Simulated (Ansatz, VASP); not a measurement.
# One calculation of K2NiWO6, two programs

Contents of INCAR:

```
PREC = Accurate
ENCUT = 700
EDIFF = 1E-6
ISMEAR = -1
SIGMA = 0.1
LREAL = False
LASPH = True
NELM = 120
ALGO = Normal
ISIF = 2
LWAVE = False
LCHARG = False
GGA = PE
NBANDS = 54
GGA_COMPAT = False
```

The input KPOINTS:

```
regular mesh
0
Gamma
  6 6 6
```

POSCAR

```
K2NiWO6
1.0
    0.0000000000      5.6331310000      0.0000000000
    5.6331310000      0.0000000000      0.0000000000
    2.8165650000      2.8165650000     -4.0106820000
O W K Ni
6 1 2 1
Direct
    0.2270000000      0.2890000000      0.0000000000
    0.2890000000      0.7730000000      0.0000000000
    0.7730000000      0.7110000000      0.0000000000
    0.7110000000      0.2270000000      0.0000000000
    0.2550000000      0.2550000000      0.4900000000
    0.7450000000      0.7450000000      0.5100000000
    0.5000000000      0.5000000000      0.0000000000
    0.7500000000      0.2500000000      0.5000000000
    0.2500000000      0.7500000000      0.5000000000
    0.0000000000      0.0000000000      0.0000000000
```

Input for Ansatz:

```yaml
crystal:
  lattice:
    - [0.0, 5.633131, 0.0]
    - [5.633131, 0.0, 0.0]
    - [2.816565, 2.816565, -4.010682]
  atoms:
    - { symbol: O, position: [0.227, 0.289, 0.0] }
    - { symbol: O, position: [0.289, 0.773, 0.0] }
    - { symbol: O, position: [0.773, 0.711, 0.0] }
    - { symbol: O, position: [0.711, 0.227, 0.0] }
    - { symbol: O, position: [0.255, 0.255, 0.49] }
    - { symbol: O, position: [0.745, 0.745, 0.51] }
    - { symbol: W, position: [0.5, 0.5, 0.0] }
    - { symbol: K, position: [0.75, 0.25, 0.5] }
    - { symbol: K, position: [0.25, 0.75, 0.5] }
    - { symbol: Ni, position: [0.0, 0.0, 0.0] }
  symmetry: { tolerance: 0.0003 }
kpoints:
  mp_grid: { grid: [6, 6, 6], shift: [0, 0, 0] }
  band_path:
    path:
      - [0.0, 0.0, 0.0]
      - [0.5, 0.5, 0.5]
      - [0.5, 0.5, 0.75]
      - [0.5, 0.0, 0.5]
      - [0.0, 0.0, 0.0]
      - [0.0, 0.0, 0.5]
      - [0.25341125, 0.0, 0.62670563]
      - [0.74658875, 0.0, 0.37329437]
      - [0.0, 0.0, 0.0]
      - [0.5, 0.5, 0.5]
      - [0.74658875, 0.25341125, 0.5]
    npoints: 6
magnetization:
  spin_polarized: false
scf:
  occupations: { method: fermi_dirac }
  lower_state_search: "off"
  max_iter: 200
hamiltonian:
  pseudopotentials: { kind: paw }
  xc: pbe
basis:
  ecutwfc: 420
  fft_grid_basis: typed
output:
  forces: true
  stress: true
  eigenvalues: true
  bader: true
  populations: true
  elf: true
  write_potential: true
  volumetric_format: npy
  dos:
    e_range: [-12, 8]
    de: 0.05
    projected: { site_lists: { K: [K], Ni: [Ni], O: [O], W: [W] } }
checkpoint:
  read: saved_state
```

Alike in both runs: task single point; functional PBE; k mesh 6 × 6 × 6; no spin polarisation.

```csv
,VASP,Ansatz
version,VASP 6.6.1,Ansatz 0.2.0
potentials or method,"VASP PAW PBE potentials, release 64 (O, W_sv, K_sv, Ni_sv_GW), cutoff 700 eV",PAW plane waves
occupations,"fermi-dirac, width 0.1 eV",fermi-dirac
valence electrons in the cell,86,86
```

|  | VASP | Ansatz | Ansatz less VASP |
| --- | --- | --- | --- |
| pressure (GPa) | -6.5 | -7.0 | -0.50 |
| traceless stress, the component that is largest in VASP (GPa) | -0.27 | -0.25 | +0.020 |
| rms of the force components (eV/Å) | 0.182 | 0.156 | -0.0257 |

Atom by atom the forces differ by 0.060 eV/Å (rms over components).

Neither program's run includes spin-orbit coupling.
